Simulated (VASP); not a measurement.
# C (P4/m) in VASP: further runs

The runs below take C through single point, relaxation of cell and atoms, with PBE.

Everything below comes from runs of VASP 6.6.1. Logs are shortened: lines on timing, memory, paths and dates and some standing lists are left out, and cuts for length are marked.

**1. The cell of the first run**

It takes space group P4/m (No. 83, tetragonal). The conventional cell has a = 5.035 Å, b = 5.035 Å, c = 3.888 Å, α = 90.00°, β = 90.00°, γ = 90.00°. Within 1.9 Å of C (site symmetry m) lie 3 C at 1.46 Å. C (site symmetry 1) has 4 C at 1.46 Å within 1.9 Å.

**2. Single point, PBE**

INCAR

```
PREC     = Accurate       # precision mode
ENCUT    = 520            # plane-wave cutoff, eV
EDIFF    = 1E-6           # SCF threshold, eV
ISMEAR   = 0              # smearing method
SIGMA    = 0.1            # smearing width, eV
LREAL    = F              # projectors in reciprocal space
LASPH    = T              # aspherical terms in the spheres
NELM     = 60             # most SCF steps
ALGO     = Normal         # electronic algorithm
ISIF     = 2              # what is computed and relaxed
LWAVE    = F              # write WAVECAR
LCHARG   = T              # write CHGCAR
GGA      = PE             # functional
LELF     = T              # ELF
LVHAR    = T            
NBANDS   = 36             # bands
```

KPOINTS

```
regular mesh
0
Gamma
  4 4 4
```

POSCAR

```
C
1.0
    5.0349413100      0.0000000000      0.0000000000
    0.0000000000      5.0349413100      0.0000000000
    0.0000000000      0.0000000000      3.8884876700
C
12
Direct
    0.9546090000      0.6374635300      0.5000000000
    0.0453910000      0.3625364700      0.5000000000
    0.3625364700      0.9546090000      0.5000000000
    0.6374635300      0.0453910000      0.5000000000
    0.2035101500      0.9745193500      0.1877856900
    0.7964898500      0.0254806500      0.1877856900
    0.0254806500      0.2035101500      0.1877856900
    0.9745193500      0.7964898500      0.1877856900
    0.7964898500      0.0254806500      0.8122143100
    0.2035101500      0.9745193500      0.8122143100
    0.9745193500      0.7964898500      0.8122143100
    0.0254806500      0.2035101500      0.8122143100
```

Potentials or basis: VASP PAW PBE potentials, release 64 (C).

Started as:

```
> cat potpaw_PBE.64/C/POTCAR > POTCAR
> mpirun -np 1 vasp_std > vasp.out
```

OUTCAR:

```text
PREC = Accurate
   ENCUT = 520
   EDIFF = 1E-6
   ISMEAR = 0
   LREAL = F
   LASPH = T
   NELM = 60
   ISIF = 2
   GGA = PE

 ion  position               nearest neighbor table
   1  0.955  0.637  0.500-   8 1.46  11 1.46   2 1.46
   2  0.045  0.363  0.500-   7 1.46  12 1.46   1 1.46
   3  0.363  0.955  0.500-   5 1.46  10 1.46   4 1.46
   4  0.637  0.045  0.500-   6 1.46   9 1.46   3 1.46
   5  0.204  0.975  0.188-   3 1.46   7 1.46   8 1.46  10 1.46   6 2.07  11 2.07  12 2.07
   6  0.796  0.025  0.188-   4 1.46   7 1.46   8 1.46   9 1.46   5 2.07  11 2.07  12 2.07
   7  0.025  0.204  0.188-   2 1.46   5 1.46   6 1.46  12 1.46   8 2.07  10 2.07   9 2.07
   8  0.975  0.796  0.188-   1 1.46   5 1.46   6 1.46  11 1.46   7 2.07  10 2.07   9 2.07
   9  0.796  0.025  0.812-   4 1.46  11 1.46  12 1.46   6 1.46  10 2.07   8 2.07   7 2.07
  10  0.204  0.975  0.812-   3 1.46  11 1.46  12 1.46   5 1.46   9 2.07   8 2.07   7 2.07
  11  0.975  0.796  0.812-   1 1.46   9 1.46  10 1.46   8 1.46  12 2.07   5 2.07   6 2.07
  12  0.025  0.204  0.812-   2 1.46   9 1.46  10 1.46   7 1.46  11 2.07   5 2.07   6 2.07

  LATTYP: Found a simple tetragonal cell.
 ALAT       =     5.0349413100
 C/A-ratio  =     0.7723004958

  Lattice vectors:

 A1 = (   5.0349413100,   0.0000000000,   0.0000000000)
 A2 = (   0.0000000000,   5.0349413100,   0.0000000000)
 A3 = (   0.0000000000,   0.0000000000,   3.8884876700)

Analysis of symmetry for initial positions (statically):
=====================================================================
 Subroutine PRICEL returns:
 Original cell was already a primitive cell.

 Routine SETGRP: Setting up the symmetry group for a
 simple tetragonal supercell.

 Subroutine GETGRP returns: Found  8 space group operations
 (whereof  8 operations were pure point group operations)
 out of a pool of 16 trial point group operations.

The static configuration has the point symmetry C_4h.

Analysis of symmetry for dynamics (positions and initial velocities):
=====================================================================
 Subroutine PRICEL returns:
 Original cell was already a primitive cell.

 Routine SETGRP: Setting up the symmetry group for a
 simple tetragonal supercell.

 Subroutine GETGRP returns: Found  8 space group operations
 (whereof  8 operations were pure point group operations)
 out of a pool of 16 trial point group operations.

The dynamic configuration has the point symmetry C_4h.

 Subroutine INISYM returns: Found  8 space group operations
 (whereof  8 operations are pure point group operations),
 and found     1 'primitive' translations

----------------------------------------------------------------------------------------

                                     Primitive cell

  volume of cell :      98.5756

  direct lattice vectors                    reciprocal lattice vectors
     5.034941310  0.000000000  0.000000000     0.198612047  0.000000000  0.000000000
     0.000000000  5.034941310  0.000000000     0.000000000  0.198612047  0.000000000
     0.000000000  0.000000000  3.888487670     0.000000000  0.000000000  0.257169389

  length of vectors
     5.034941310  5.034941310  3.888487670     0.198612047  0.198612047  0.257169389

  position of ions in fractional coordinates (direct lattice)
     0.954609000  0.637463530  0.500000000
     0.045391000  0.362536470  0.500000000
     0.362536470  0.954609000  0.500000000
     0.637463530  0.045391000  0.500000000
     0.203510150  0.974519350  0.187785690
     0.796489850  0.025480650  0.187785690
     0.025480650  0.203510150  0.187785690
     0.974519350  0.796489850  0.187785690
     0.796489850  0.025480650  0.812214310
     0.203510150  0.974519350  0.812214310
     0.974519350  0.796489850  0.812214310
     0.025480650  0.203510150  0.812214310

  ion indices of the primitive-cell ions
   primitive index   ion index
                 1           1
                 2           2
                 3           3
                 4           4
                 5           5
                 6           6
                 7           7
                 8           8
                 9           9
                10          10
                11          11
                12          12

----------------------------------------------------------------------------------------

 KPOINTS: regular mesh

Automatic generation of k-mesh.
 Grid dimensions read from file:
 generate k-points for:    4    4    4

 Generating k-lattice:

  Cartesian coordinates                     Fractional coordinates (reciprocal lattice)
     0.049653012  0.000000000  0.000000000     0.250000000  0.000000000  0.000000000
     0.000000000  0.049653012  0.000000000     0.000000000  0.250000000  0.000000000
     0.000000000  0.000000000  0.064292347     0.000000000  0.000000000  0.250000000

  Length of vectors
     0.049653012  0.049653012  0.064292347

  Shift w.r.t. Gamma in fractional coordinates (k-lattice)
     0.000000000  0.000000000  0.000000000

 Subroutine IBZKPT returns following result:
 ===========================================

 Found     18 irreducible k-points:

 Following reciprocal coordinates:
            Coordinates               Weight
  0.000000  0.000000  0.000000      1.000000
  0.250000  0.000000  0.000000      4.000000
  0.500000  0.000000  0.000000      2.000000
  0.250000  0.250000  0.000000      4.000000
  0.500000  0.250000  0.000000      4.000000
  0.500000  0.500000  0.000000      1.000000
[... 10 lines left out ...]
  0.500000  0.250000  0.500000      4.000000
  0.500000  0.500000  0.500000      1.000000
   k-points           NKPTS =     18   k-points in BZ     NKDIM =     18   number of bands    NBANDS=     36
   number of dos      NEDOS =    301   number of ions     NIONS =     12
   total plane-waves  NPLWV =  48000
   dimension x,y,z NGX =    40 NGY =   40 NGZ =   30
   dimension x,y,z NGXF=    80 NGYF=   80 NGZF=   60
   ions per type =              12
   NGX,Y,Z   is equivalent  to a cutoff of  13.21, 13.21, 12.83 a.u.
   NGXF,Y,Z  is equivalent  to a cutoff of  26.41, 26.41, 25.65 a.u.
 SYSTEM =  unknown system
   PREC   = accura    normal or accurate (medium, high low for compatibility)
   ISTART =      0    job   : 0-new  1-cont  2-samecut
   ICHARG =      2    charge: 1-file 2-atom 10-const
   ISPIN  =      1    spin polarized calculation?
   LNONCOLLINEAR =      F non collinear calculations
   LSORBIT =      F    spin-orbit coupling
   LASPH  =      T    aspherical Exc in radial PAW
   ENCUT  =  520.0 eV  38.22 Ry    6.18 a.u.   9.36  9.36  7.23*2*pi/ulx,y,z
   NELM   =     60;   NELMIN=  2; NELMDL= -5     # of ELM steps
   EDIFF  = 0.1E-05   stopping-criterion for ELM
   LREAL  =      F    real-space projection
   EDIFFG = 0.1E-04   stopping-criterion for IOM
   NSW    =      0    number of steps for IOM
   IBRION =     -1    ionic relax: 0-MD 1-quasi-New 2-CG
   NFREE  =      0    steps in history (QN), initial steepest desc. (CG)
   ISIF   =      2    stress and relaxation
   ISYM   =      2    0-nonsym 1-usesym 2-fastsym
   POTIM  = 0.5000    time-step for ionic-motion
   TEBEG  =    0.0;   TEEND  =   0.0 temperature during run
   PSTRESS=    0.0 pullay stress
   NELECT =      48.0000    total number of electrons
   NUPDOWN=      -1.0000    fix difference up-down
   EMIN   =  10.00;   EMAX   =-10.00  energy-range for DOS
   EFERMI =   0.00;   METHOD = LEGACY
   ISMEAR =     0;   SIGMA  =   0.10  broadening in eV -4-tet -1-fermi 0-gaus
   EFERMI_NEDOS =   21; number of points for ismear=-14 and -15
   IALGO  =     38    algorithm
   IMIX   =      4    mixing-type and parameters
     AMIX     =   0.40;   BMIX     =  1.00
     AMIX_MAG =   1.60;   BMIX_MAG =  1.00
  volume/ion in A,a.u.               =       8.21        55.44
  Fermi-wavevector in a.u.,A,eV,Ry     =   1.287949  2.433871 22.569522  1.658813
  Thomas-Fermi vector in A             =   2.419933
   LORBIT       =      0    0 simple, 1 ext, 2 COOP (PROOUT), +10 PAW based schemes
   GGA     = PE    functional components
   LHFCALC =     F    Hartree Fock is set to
   AEXX    =    0.0000 exact exchange contribution
   IVDW    =     0    specifies the selected vdW correction
   LEPSILON=     F    determine dielectric tensor
   LRPA    =     F    only Hartree local field effects (RPA)
 non-spin polarized calculation
 Gauss-broadening in eV      SIGMA  =   0.10
  energy-cutoff  :      520.00
  volume of cell :       98.58
 maximum number of plane-waves:      2676
 NGX is ok and might be reduce to    40
   NGX = 19   NGY = 19   NGZ = 15

 number of electron      48.0000002 magnetization

 Free energy of the ion-electron system (eV)
  ---------------------------------------------------
  ext. energy  EPLUGINS =         0.00000000
  ---------------------------------------------------
  free energy    TOTEN  =       -96.65266063 eV

  energy without entropy =      -96.65266063  energy(sigma->0) =      -96.65266063

 E-fermi :   5.9028     XC(G=0): -10.2348

 val. band max:        5.4086876780   @ k =   0.5000   0.5000   0.5000
 cond. band min:       6.6146794482   @ k =   0.5000   0.5000   0.0000
 fundamental gap:      1.2059917701
 Fermi energy:         5.9027966350

 k-point     1 :       0.0000    0.0000    0.0000
  band No.  band energies     occupation
      1     -18.6156      2.00000
      2     -11.7342      2.00000
      3     -11.7342      2.00000
      4     -11.3395      2.00000
      5     -10.5563      2.00000
      6     -10.0729      2.00000
[... 28 lines left out ...]
     35      15.2899      0.00000
     36      16.0598      0.00000

 k-point     2 :       0.2500    0.0000    0.0000
  band No.  band energies     occupation
      1     -18.5898      2.00000
      2     -12.3901      2.00000
      3     -11.7199      2.00000
      4     -11.0630      2.00000
      5     -10.5162      2.00000
      6      -9.3673      2.00000
[... 28 lines left out ...]
     35      15.4252      0.00000
     36      15.7197      0.00000

 k-point     3 :       0.5000    0.0000    0.0000
  band No.  band energies     occupation
      1     -18.5634      2.00000
      2     -12.7481      2.00000
      3     -11.7055      2.00000
      4     -10.9988      2.00000
      5     -10.4743      2.00000
      6      -8.3801      2.00000
[... 28 lines left out ...]
     35      15.4537      0.00000
     36      16.0691      0.00000
[... 508 lines left out ...]
 k-point    17 :       0.5000    0.2500    0.5000
  band No.  band energies     occupation
      1     -17.9364      2.00000
      2     -14.1309      2.00000
      3     -11.2381      2.00000
      4     -10.9307      2.00000
      5     -10.7426      2.00000
      6     -10.6108      2.00000
[... 28 lines left out ...]
     35      13.9125      0.00000
     36      14.4899      0.00000

 k-point    18 :       0.5000    0.5000    0.5000
  band No.  band energies     occupation
      1     -17.9232      2.00000
      2     -13.9880      2.00000
      3     -11.2279      2.00000
      4     -11.2279      2.00000
      5     -10.9230      2.00000
      6     -10.9230      2.00000
[... 28 lines left out ...]
     35      15.0369      0.00000
     36      15.1127      0.00000

------------------------ aborting loop because EDIFF is reached ----------------------------------------

  FORCE on cell =-STRESS in cart. coord.  units (eV):
  Direction    XX          YY          ZZ          XY          YZ          ZX
  --------------------------------------------------------------------------------------
  -------------------------------------------------------------------------------------
  Total       30.5577373     30.5577373     16.5231232      0.0000005      0.0000000      0.0000000
  in kB      496.6634770    496.6634770    268.5549573      0.0000077      0.0000000      0.0000000
  external PRESSURE =     420.6273037 kB  Pullay stress =       0.0000000 kB

 VOLUME and BASIS-vectors are now :
 -----------------------------------------------------------------------------
  energy-cutoff  :      520.00
  volume of cell :       98.58
      direct lattice vectors                 reciprocal lattice vectors
     5.034941310  0.000000000  0.000000000     0.198612047  0.000000000  0.000000000
     0.000000000  5.034941310  0.000000000     0.000000000  0.198612047  0.000000000
     0.000000000  0.000000000  3.888487670     0.000000000  0.000000000  0.257169389

 POSITION                                       TOTAL-FORCE (eV/Angst)
 -----------------------------------------------------------------------------------
      4.80640      3.20959      1.94424         2.329930     -6.583994     -0.000000
      0.22854      1.82535      1.94424        -2.329930      6.583994     -0.000000
      1.82535      4.80640      1.94424         6.583994      2.329930     -0.000000
      3.20959      0.22854      1.94424        -6.583994     -2.329930     -0.000000
      1.02466      4.90665      0.73020         4.624117     -1.165066      3.470977
      4.01028      0.12829      0.73020        -4.624117      1.165066      3.470977
      0.12829      1.02466      0.73020         1.165066      4.624117      3.470977
      4.90665      4.01028      0.73020        -1.165066     -4.624117      3.470977
      4.01028      0.12829      3.15829        -4.624117      1.165066     -3.470977
      1.02466      4.90665      3.15829         4.624117     -1.165066     -3.470977
      4.90665      4.01028      3.15829        -1.165066     -4.624117     -3.470977
      0.12829      1.02466      3.15829         1.165066      4.624117     -3.470977
 -----------------------------------------------------------------------------------
    total drift:                               -0.000000      0.000000     -0.000000

  FREE ENERGIE OF THE ION-ELECTRON SYSTEM (eV)
  ---------------------------------------------------
  free  energy   TOTEN  =       -96.6526606334 eV

  energy  without entropy=      -96.6526606334  energy(sigma->0) =      -96.65266063
```

Run time: 2 min. Hardware: 1 thread of AMD EPYC 7R43 (Zen 3), shared host; peak memory 0.17 GiB.

What came out:

* Free energy: -96.6527 eV
* Pressure: 42.1 GPa
* Largest force: 6.984 eV/Å
* Band gap on the k mesh: 1.21 eV, indirect (least direct gap 2.32 eV)

Forces in eV/Å, atoms in the order of the input:
```
C    2.330 -6.584  0.000
C   -2.330  6.584  0.000
C    6.584  2.330  0.000
C   -6.584 -2.330  0.000
C    4.624 -1.165  3.471
C   -4.624  1.165  3.471
C    1.165  4.624  3.471
C   -1.165 -4.624  3.471
C   -4.624  1.165 -3.471
C    4.624 -1.165 -3.471
C   -1.165 -4.624 -3.471
C    1.165  4.624 -3.471
```

Caveat: forces of over 1 eV/Å act on the atoms, so gaps and moduli don't describe the material at rest.

**3. Relaxation of cell and atoms, PBE**

INCAR

```
  ALGO = Normal
  EDIFF = 1E-7
  EDIFFG = -0.04
  ENCUT = 600
  GGA = PE
  IBRION = 2
  ISIF = 3
  ISMEAR = 0
  LASPH = T
  LCHARG = F
  LREAL = F
  LWAVE = F
  NELM = 60
  NSW = 90
  PREC = Accurate
  SIGMA = 0.1
```

KPOINTS

```
k-points
0
Gamma
  4 4 4
```

POSCAR is that of step 2.

Potentials or basis: VASP PAW PBE potentials, release 64 (C).

Started as:

```
> cat potpaw_PBE.64/C/POTCAR > POTCAR
> mpirun -np 1 vasp_std > vasp.out
```

It took 23 min on 1 thread of AMD EPYC 7R43 (Zen 3), shared host; peak memory 0.2 GiB.

It converged, with:

| Quantity | Value |
| --- | --- |
| Free energy | -101.7238 eV |
| Relaxed volume | 9.66 Å³/atom |
| Relaxed cell | a = 5.474 Å, b = 5.474 Å, c = 3.868 Å, α = 90.00°, β = 90.00°, γ = 90.00° |
| Space group after relaxing (to 0.05 Å) | P4/mmm (No. 123) |
| Energy gained by relaxing | 419.7 meV/atom |
| Ionic steps | 22 |
| Pressure after relaxing | 0.2 GPa |
| Largest force after relaxing | 0.040 eV/Å |
| Band gap on the k mesh | 0.75 eV, indirect (least direct gap 2.30 eV) |

Forces on the atoms (eV/Å):
```
C    0.004 -0.029  0.000
C   -0.004  0.029  0.000
C    0.029  0.004  0.000
C   -0.029 -0.004  0.000
C    0.010  0.036 -0.012
C   -0.010 -0.036 -0.012
C   -0.036  0.010 -0.012
C    0.036 -0.010 -0.012
C   -0.010 -0.036  0.012
C    0.010  0.036  0.012
C    0.036 -0.010  0.012
C   -0.036  0.010  0.012
```

Stress tensor (GPa, compression positive):
```
0.15 0.00 0.00
0.00 0.15 0.00
0.00 0.00 0.29
```

The path:
| step | energy change (eV) | largest force (eV/Å) | pressure (GPa) | volume (Å³) |
| --- | --- | --- | --- | --- |
| 1 | 0.0000 | 6.9852 | 41.55 | 98.58 |
| 2 | 39.0075 | 108.4617 | 48.64 | 132.09 |
| 3 | -3.1710 | 6.4548 | 6.84 | 108.19 |
| 4 | -3.7626 | 2.5339 | 11.56 | 105.51 |
| 5 | -3.7908 | 1.7197 | 13.09 | 104.86 |
| 6 | -3.8937 | 4.3191 | -8.78 | 116.34 |
| 7 | -4.2281 | 2.2964 | 0.32 | 110.60 |
| 8 | -4.4875 | 1.5050 | -6.13 | 117.21 |
| 9 | -4.5552 | 0.6594 | -4.42 | 115.13 |
| 10 | -4.6747 | 0.5211 | 0.25 | 114.03 |
| 11 | -4.6770 | 0.5794 | 1.03 | 113.85 |
| 12 | -4.7526 | 0.4099 | 1.42 | 114.00 |
| 13 | -4.8588 | 0.4625 | 2.32 | 114.43 |
| 14 | -4.9072 | 0.4037 | 1.56 | 114.89 |
| 15 | -4.9955 | 0.4462 | -0.87 | 116.27 |
| 16 | -4.9042 | 1.3788 | -6.19 | 119.06 |
| 17 | -5.0071 | 0.6087 | -2.10 | 116.94 |
| 18 | -5.0248 | 0.3699 | -1.12 | 116.64 |
| 19 | -5.0248 | 0.3594 | -1.14 | 116.64 |
| 20 | -5.0335 | 0.1261 | -0.20 | 116.16 |
| 21 | -5.0350 | 0.1075 | 0.38 | 115.87 |
| 22 | -5.0362 | 0.0396 | 0.20 | 115.92 |

Final structure:
```xyz
12
Lattice="5.4744 0.0000 0.0000 0.0000 5.4744 0.0000 0.0000 0.0000 3.8678" Properties=species:S:1:pos:R:3 pbc="T T T"
C     5.4645    3.4127    1.9339
C     0.0100    2.0617    1.9339
C     2.0617    5.4645    1.9339
C     3.4127    0.0100    1.9339
C     1.1352    5.4645    0.7792
C     4.3392    0.0100    0.7792
C     0.0100    1.1352    0.7792
C     5.4645    4.3392    0.7792
C     4.3392    0.0100    3.0887
C     1.1352    5.4645    3.0887
C     5.4645    4.3392    3.0887
C     0.0100    1.1352    3.0887
```

Levels at points of the mesh, in eV from the valence-band top:
| k point | band 22 | band 23 | band 24 | band 25 | band 26 | band 27 |
| --- | --- | --- | --- | --- | --- | --- |
| (0.00, 0.00, 0.00) | -2.53 | -1.95 | -1.95 | 2.03 | 2.62 | 3.73 |
| (0.50, 0.00, 0.00) | -2.83 | -2.52 | -1.92 | 1.01 | 2.28 | 3.84 |
| (0.50, 0.50, 0.00) | -3.38 | -3.08 | -2.40 | 0.75 | 0.75 | 5.14 |
| (0.00, 0.00, 0.50) | -2.73 | -1.87 | -1.87 | 2.61 | 2.81 | 3.71 |
| (0.50, 0.00, 0.50) | -2.66 | -1.61 | -1.13 | 2.17 | 2.75 | 2.85 |
| (0.50, 0.50, 0.50) | -2.94 | -2.33 | 0.00 | 2.45 | 2.45 | 2.66 |

Caveat: the volume moved by over 15 % at a fixed basis, so the end points are rough. A k mesh can miss the band edges.
